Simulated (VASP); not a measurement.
The system is YW3.

```
Y W
1.0
     4.16419    0.00000    0.00000
     0.00000    4.16419    0.00000
     0.00000    0.00000    4.12139
Y W
1 3
Direct
  0.00000 0.00000 0.00000
  0.00000 0.50000 0.50000
  0.50000 0.00000 0.50000
  0.50000 0.50000 0.00000
```

```yaml
Program: VASP 6.6.1
Task: relaxation of cell and atoms
Functional: PBE
Potentials_or_basis: VASP PAW PBE potentials, release 64 (Y_sv, W_sv)
Cutoff: 600 eV
k_mesh: 4 × 4 × 4
Occupations: gaussian, width 0.1 eV
Spin: no spin polarisation
```

At the start: pressure 8.7 GPa; volume 17.87 Å³/atom.

Problem. How do energy, volume and symmetry change on relaxing?

Solution. Over 18 steps the energy falls by 386.5 meV/atom and the volume is 18.07 Å³/atom (+1.1 %); space group Pm-3m (No. 221, to 0.1 Å) before, P4/mmm (No. 123, to 0.1 Å).

The path:
```tsv
step	energy change (eV)	largest force (eV/Å)	pressure (GPa)	volume (Å³)
1	0.0000	0.0000	8.69	71.47
2	0.2259	0.0000	-13.20	81.97
3	-0.0891	0.0000	-0.32	74.95
4	-0.0892	0.0000	-0.10	74.85
5	-0.0978	0.0000	-0.21	74.87
6	-0.1483	0.0000	-0.48	74.88
7	-0.4216	0.0000	-1.09	74.76
8	-1.1121	0.0000	-2.77	73.94
9	-1.0030	0.0000	9.80	69.75
10	-1.4137	0.0000	-0.90	72.66
11	-1.4448	0.0000	3.59	71.18
12	-1.5372	0.0000	0.81	71.97
13	-1.5380	0.0000	2.04	71.55
14	-1.5435	0.0000	1.52	71.73
15	-1.5208	0.0000	-2.39	73.26
16	-1.5450	0.0000	0.69	72.03
17	-1.5458	0.0000	-0.37	72.42
18	-1.5461	0.0000	0.05	72.27
```

Final structure:
```yaml
crystal:
  lattice:
    - [4.78074, 0.00000, 0.00000]
    - [0.00000, 4.78074, 0.00000]
    - [0.00000, 0.00000, 3.16225]
  atoms:
    - { symbol: Y, position: [0.00000, 0.00000, 0.00000] }
    - { symbol: W, position: [0.00000, 0.50000, 0.50000] }
    - { symbol: W, position: [0.50000, 0.00000, 0.50000] }
    - { symbol: W, position: [0.50000, 0.50000, 0.00000] }
```

Caveat: the k points lie up to 0.50 Å⁻¹ apart in the final cell, too coarse for converged energies and pressures of a metal; a cell axis changed by over 15 % at a fixed basis, so the end point is rough.
